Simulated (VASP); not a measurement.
A run of VASP 6.6.1:

The input INCAR:

```
PREC = Accurate
ENCUT = 600
EDIFF = 1E-6
ISMEAR = -1
SIGMA = 0.1
LREAL = F
LASPH = T
NELM = 60
ALGO = Normal
ISIF = 3
LWAVE = F
LCHARG = F
GGA = PE
IBRION = 2
NSW = 60
EDIFFG = -0.005
PSTRESS = -5.1
```

Contents of KPOINTS:

```
Automatic mesh
0
Gamma
  16 16 16
```

File POSCAR:

```
Zn
1.0
   -2.4286314020      2.4286314020      1.3357472711
    2.4286314020     -2.4286314020      1.3357472711
    2.4286314020      2.4286314020     -1.3357472711
Zn
2
Direct
   -0.3750000000     -0.1250000000     -0.2500000000
    0.3750000000      0.1250000000      0.2500000000
```

Potentials or basis: VASP PAW PBE potentials, release 64 (Zn).

Run with:

```bash
$ cat potpaw_PBE.64/Zn/POTCAR > POTCAR
$ mpirun -np 1 vasp_std > vasp.out
```

Hardware: 1 thread of Intel Xeon 8259CL, with other jobs on the host.

Problem. Estimate the wall time of this run.

Solution. Run time: 57 min on 1 thread of Intel Xeon 8259CL (shared host), peak memory 0.33 GiB. Counts: scf iterations 110, k points 349, ion steps 17.
